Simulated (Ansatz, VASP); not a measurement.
## Two plane-wave programs on Li7Sb

```
CELL_PARAMETERS angstrom
0.00000 4.23334 4.23334
4.23334 0.00000 4.23334
4.23334 4.23334 0.00000
ATOMIC_POSITIONS crystal
Li 0.50000 0.00000 0.00000
Li 0.00000 0.50000 0.50000
Li 0.00000 0.50000 0.00000
Li 0.50000 0.00000 0.50000
Li 0.00000 0.00000 0.50000
Li 0.50000 0.50000 0.00000
Li 0.50000 0.50000 0.50000
Sb 0.00000 0.00000 0.00000
```

Alike in both runs: task relaxation of cell and atoms; functional PBE; k mesh 8 × 8 × 8; occupations gaussian, width 0.1 eV; no spin polarisation.

|  | VASP | Ansatz |
| --- | --- | --- |
| version | VASP 6.6.1 | Ansatz 0.2.0 |
| potentials or method | VASP PAW PBE potentials, release 64 (Li_sv, Sb), cutoff 600 eV | scalar-relativistic, plane waves, PAW |
| valence electrons in the cell | 26 | 36 |

```csv
,VASP,Ansatz,Ansatz less VASP
"gap on the k mesh at the Fermi level, each at its own relaxed structure (eV)",none,none,-
relaxed volume (Å³/atom),18.80,18.84,+0.039
relaxed length of the cell vector where the two differ most in proportion (Å),5.969,5.974,+0.0041
```

A gap of «none» marks a metal or a gap that the smearing closes. VASP's potentials hold 26 valence electrons a cell and Ansatz's 36, so a difference there can come from the potentials and not from the codes.

Neither program's run includes spin-orbit coupling. Noted on VASP's run: the cutoff is under 1.25 times that of the potentials, so the pressure is a little rough.
